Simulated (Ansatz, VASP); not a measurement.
**W in VASP and in Ansatz**

```
W
1.0
    -1.59194    1.59194    1.59194
     1.59194   -1.59194    1.59194
     1.59194    1.59194   -1.59194
W
1
Direct
  0.00000 0.00000 0.00000
```

Alike in both runs: functional PBE; k mesh 32 × 32 × 32; occupations gaussian, width 0.3 eV; no spin polarisation.

Ansatz relaxed the structure, and its values are those at the end. VASP's run is a single point on that final structure, the one shown.

|  | VASP | Ansatz |
| --- | --- | --- |
| version | VASP 6.6.1 | Ansatz 0.2.0 |
| potentials or method | VASP PAW PBE potentials, release 64 (W_sv) | scalar-relativistic, plane waves, PAW |
| plane-wave cutoff (eV) | 520 | 420 |
| valence electrons in the cell | 14 | 14 |

|  | VASP | Ansatz | Ansatz less VASP |
| --- | --- | --- | --- |
| gap on the k mesh at the Fermi level (eV) | none | none | - |
| pressure (GPa) | 0.5 | 0.0 | -0.51 |

A gap of «none» marks a metal or a gap that the smearing closes.

Neither program's run includes spin-orbit coupling.
